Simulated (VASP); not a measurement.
# SnAs (Fm-3m) in VASP: vibrations by perturbation theory with LDA

Aim: the vibrations by perturbation theory of SnAs with LDA.

Program: VASP 6.6.1. These are calculated values, not measurements. Logs are shortened: lines on timing, memory, paths and dates and some standing lists are left out, and cuts for length are marked.

### Step 1. The cell of the first run

The structure is cubic, space group Fm-3m (No. 225). Conventional cell: a = 5.672 Å, b = 5.672 Å, c = 5.672 Å, α = 90.00°, β = 90.00°, γ = 90.00°. Within 3.7 Å of Sn (site symmetry m-3m) lie 6 As at 2.84 Å. As (site symmetry m-3m) has 6 Sn at 2.84 Å within 3.7 Å.

### Step 2. Vibrations by perturbation theory, LDA

Input file INCAR:

```
SYSTEM = SnAs
PREC     = Accurate       ! precision mode
ENCUT    = 520            ! plane-wave cutoff, eV
EDIFF    = 1E-8           ! SCF threshold, eV
ISMEAR   = -1             ! smearing method
SIGMA    = 0.15           ! smearing width, eV
LREAL    = .False.        ! projectors in reciprocal space
LASPH    = .True.         ! aspherical terms in the spheres
NELM     = 80             ! most SCF steps
ALGO     = Normal         ! electronic algorithm
ISIF     = 2              ! what is computed and relaxed
LWAVE    = .False.        ! write WAVECAR
LCHARG   = .False.        ! write CHGCAR
IBRION   = 8              ! ionic algorithm
NSW      = 1              ! ionic steps
```

Input file KPOINTS:

```
Automatic mesh
0
Gamma
  12 12 12
  0 0 0
```

Input file POSCAR:

```
SnAs
1.0
    0.0000000000      2.8359207808      2.8359207808
    2.8359207808      0.0000000000      2.8359207808
    2.8359207808      2.8359207808      0.0000000000
Sn As
1 1
Direct
    0.0000000000      0.0000000000      0.0000000000
    0.5000000000      0.5000000000      0.5000000000
```

Potentials or basis: VASP PAW LDA potentials, release 64 (Sn_d, As).

Run with:

```sh
> cat potpaw_LDA.64/Sn_d/POTCAR potpaw_LDA.64/As/POTCAR > POTCAR
> mpirun -np 1 vasp_std > vasp.out
```

OUTCAR:

```text
SYSTEM = SnAs
   PREC = Accurate
   ENCUT = 520
   EDIFF = 1E-8
   ISMEAR = -1
   LREAL = .False.
   LASPH = .True.
   NELM = 80
   ISIF = 2
   IBRION = 8
   NSW = 1

 ion  position               nearest neighbor table
   1  0.000  0.000  0.000-   2 2.84   2 2.84   2 2.84   2 2.84   2 2.84   2 2.84
   2  0.500  0.500  0.500-   1 2.84   1 2.84   1 2.84   1 2.84   1 2.84   1 2.84

  LATTYP: Found a face centered cubic cell.
 ALAT       =     5.6718415616

  Lattice vectors:

 A1 = (   0.0000000000,   2.8359207808,   2.8359207808)
 A2 = (   2.8359207808,   0.0000000000,   2.8359207808)
 A3 = (   2.8359207808,   2.8359207808,   0.0000000000)

Analysis of symmetry for initial positions (statically):
=====================================================================
 Subroutine PRICEL returns:
 Original cell was already a primitive cell.

 Routine SETGRP: Setting up the symmetry group for a
 face centered cubic supercell.

 Subroutine GETGRP returns: Found 48 space group operations
 (whereof 48 operations were pure point group operations)
 out of a pool of 48 trial point group operations.

The static configuration has the point symmetry O_h .

Analysis of symmetry for dynamics (positions and initial velocities):
=====================================================================
 Subroutine PRICEL returns:
 Original cell was already a primitive cell.

 Routine SETGRP: Setting up the symmetry group for a
 face centered cubic supercell.

 Subroutine GETGRP returns: Found 48 space group operations
 (whereof 48 operations were pure point group operations)
 out of a pool of 48 trial point group operations.

The dynamic configuration has the point symmetry O_h .

 Subroutine INISYM returns: Found 48 space group operations
 (whereof 48 operations are pure point group operations),
 and found     1 'primitive' translations

----------------------------------------------------------------------------------------

                                     Primitive cell

  volume of cell :      45.6155

  direct lattice vectors                    reciprocal lattice vectors
     0.000000000  2.835920781  2.835920781    -0.176309579  0.176309579  0.176309579
     2.835920781  0.000000000  2.835920781     0.176309579 -0.176309579  0.176309579
     2.835920781  2.835920781  0.000000000     0.176309579  0.176309579 -0.176309579

  length of vectors
     4.010597630  4.010597630  4.010597630     0.305377149  0.305377149  0.305377149

  position of ions in fractional coordinates (direct lattice)
     0.000000000  0.000000000  0.000000000
     0.500000000  0.500000000  0.500000000

  ion indices of the primitive-cell ions
   primitive index   ion index
                 1           1
                 2           2

----------------------------------------------------------------------------------------

 KPOINTS: Automatic mesh

Automatic generation of k-mesh.
 Grid dimensions read from file:
 generate k-points for:   12   12   12

 Generating k-lattice:

  Cartesian coordinates                     Fractional coordinates (reciprocal lattice)
    -0.014692465  0.014692465  0.014692465     0.083333333  0.000000000  0.000000000
     0.014692465 -0.014692465  0.014692465     0.000000000  0.083333333  0.000000000
     0.014692465  0.014692465 -0.014692465     0.000000000  0.000000000  0.083333333

  Length of vectors
     0.025448096  0.025448096  0.025448096

  Shift w.r.t. Gamma in fractional coordinates (k-lattice)
     0.000000000  0.000000000  0.000000000

[... 82 lines left out ...]
  energy-cutoff  :      520.00
  volume of cell :       45.62
 maximum number of plane-waves:      1245
 NGX is ok and might be reduce to    30
   NGX = 15   NGY = 15   NGZ = 15

--------------------------------------- Ionic step        1  -------------------------------------------

 number of electron      19.0000000 magnetization

 Free energy of the ion-electron system (eV)
  ---------------------------------------------------
  ext. energy  EPLUGINS =         0.00000000
  ---------------------------------------------------
  free energy    TOTEN  =       -10.09012255 eV

  energy without entropy =      -10.04432822  energy(sigma->0) =      -10.06722538

 E-fermi :   7.2433     XC(G=0): -10.6607

 val. band max:        7.2408687890   @ k =  -0.4167   0.2500   0.0833
 cond. band min:       7.3710551763   @ k =   0.2500   0.1667   0.0000
 fundamental gap:      0.1301863873
 Fermi energy:         7.2433050039

 k-point     1 :       0.0000    0.0000    0.0000
  band No.  band energies     occupation
      1     -14.2442      2.00000
      2     -14.2442      2.00000
      3     -14.2294      2.00000
      4     -14.2294      2.00000
      5     -14.2294      2.00000
      6      -6.1654      2.00000
      7       4.6469      2.00000
      8       6.1120      1.99894
      9       6.1120      1.99894
     10       6.1120      1.99894
     11      12.7665      0.00000
     12      12.7665      0.00000
     13      12.7665      0.00000
[... 354 lines left out ...]
  band No.  band energies     occupation
      1     -14.2668      2.00000
      2     -14.2549      2.00000
      3     -14.2221      2.00000
      4     -14.2088      2.00000
      5     -14.2039      2.00000
      6      -3.8091      2.00000
      7      -1.0777      2.00000
      8       4.1313      2.00000
      9       5.8060      1.99986
     10       7.0430      1.58353
     11       9.7771      0.00000
     12      10.1404      0.00000
     13      12.6120      0.00000

 [... further k-points ...]

------------------------ aborting loop because EDIFF is reached ----------------------------------------

  FORCE on cell =-STRESS in cart. coord.  units (eV):
  Direction    XX          YY          ZZ          XY          YZ          ZX
  --------------------------------------------------------------------------------------
  -------------------------------------------------------------------------------------
  Total        0.0470392      0.0470392      0.0470392     -0.0000000      0.0000000      0.0000000
  in kB        1.6521845      1.6521845      1.6521845     -0.0000000      0.0000000      0.0000000
  external PRESSURE =       1.6521845 kB  Pullay stress =       0.0000000 kB

 VOLUME and BASIS-vectors are now :
 -----------------------------------------------------------------------------
  energy-cutoff  :      520.00
  volume of cell :       45.62
      direct lattice vectors                 reciprocal lattice vectors
     0.000000000  2.835920781  2.835920781    -0.176309579  0.176309579  0.176309579
     2.835920781  0.000000000  2.835920781     0.176309579 -0.176309579  0.176309579
     2.835920781  2.835920781  0.000000000     0.176309579  0.176309579 -0.176309579

 POSITION                                       TOTAL-FORCE (eV/Angst)
 -----------------------------------------------------------------------------------
      0.00000      0.00000      0.00000         0.000000      0.000000     -0.000000
      2.83592      2.83592      2.83592        -0.000000      0.000000      0.000000
 -----------------------------------------------------------------------------------
    total drift:                               -0.000000      0.000000      0.000000

  FREE ENERGIE OF THE ION-ELECTRON SYSTEM (eV)
  ---------------------------------------------------
  free  energy   TOTEN  =       -10.0901225461 eV

  energy  without entropy=      -10.0443282214  energy(sigma->0) =      -10.06722538

[... ionic steps 2 to 3 ...]

--------------------------------------- Ionic step        4  -------------------------------------------

------------------------ aborting loop because EDIFF is reached ----------------------------------------

[... ionic steps 5 to 6 ...]

--------------------------------------- Ionic step        7  -------------------------------------------

 Free energy of the ion-electron system (eV)
  ---------------------------------------------------
  ---------------------------------------------------
  free energy    TOTEN  =        -0.04448809 eV

  energy without entropy =       -0.04448808

------------------------ aborting loop because EDIFF is reached ----------------------------------------

 INTERNAL STRAIN TENSOR  FOR ION    2  DIRECTION 1   (eV/Angst):
 -----------------------------------------------------------------------------
    -0.04610 -0.00000 -0.00000
    -0.00000  0.02900 -0.00000
    -0.00000 -0.00000  0.02900

 INTERNAL STRAIN TENSOR FOR ION    2 for displacements in x,y,z  (eV/Angst):
          X           Y           Z          XY          YZ          ZX
  --------------------------------------------------------------------------------
  x     0.00000     0.00000     0.00000     0.00000     0.00000     0.00000
  y     0.00000     0.00000     0.00000     0.00000     0.00000     0.00000
  z     0.00000     0.00000     0.00000     0.00000     0.00000     0.00000

 SECOND DERIVATIVES (NOT SYMMETRIZED)
 ------------------------------------
               1X          1Y          1Z          2X          2Y          2Z
  1X    -1.579669    0.000000    0.000000    1.579669    0.000000    0.000000
  1Y     0.000000   -1.579669    0.000000    0.000000    1.579669    0.000000
  1Z     0.000000    0.000000   -1.579669    0.000000    0.000000    1.579669
  2X     1.588065    0.000000    0.000000   -1.588065    0.000000    0.000000
  2Y     0.000000    1.588065    0.000000    0.000000   -1.588065    0.000000
  2Z     0.000000    0.000000    1.588065    0.000000    0.000000   -1.588065

 Eigenvectors and eigenvalues of the dynamical matrix
 ----------------------------------------------------

   1 f  =    2.903894 THz    18.245707 2PiTHz   96.863494 cm-1    12.009537 meV
             X         Y         Z           dx          dy          dz
      0.000000  0.000000  0.000000    -0.621026    0.000000    0.000000
      2.835921  2.835921  2.835921     0.783790    0.000000    0.000000
[... 21 lines left out ...]
   6 f/i=    0.003746 THz     0.023540 2PiTHz    0.124969 cm-1     0.015494 meV
             X         Y         Z           dx          dy          dz
      0.000000  0.000000  0.000000     0.000000    0.000000    0.783790
      2.835921  2.835921  2.835921     0.000000    0.000000    0.621026

--------------------------------------------------------------------------------------------------------

 ELASTIC MODULI CONTR FROM IONIC RELAXATION (kBar)
 Direction    XX          YY          ZZ          XY          YZ          ZX
 --------------------------------------------------------------------------------
 XX           0.0000      0.0000      0.0000      0.0000      0.0000      0.0000
 YY           0.0000      0.0000      0.0000      0.0000      0.0000      0.0000
 ZZ           0.0000      0.0000      0.0000      0.0000      0.0000      0.0000
 XY           0.0000      0.0000      0.0000      0.0000      0.0000      0.0000
 YZ           0.0000      0.0000      0.0000      0.0000      0.0000      0.0000
 ZX           0.0000      0.0000      0.0000      0.0000      0.0000      0.0000
 --------------------------------------------------------------------------------
```

It took 9.1 min on 1 thread of Oxide Virtual Turin-like, shared host; peak memory 0.35 GiB.

What came out:

| Item | Value |
| --- | --- |
| Highest phonon frequency at Γ | 97 cm⁻¹ |

Phonon frequencies in cm⁻¹ (negative: imaginary):
```tsv
q point	frequencies
(0.000, 0.000, 0.000)	0 0 0 97 97 97
```

Caveat: spin-orbit coupling is left out, which moves the levels of the heavy elements.
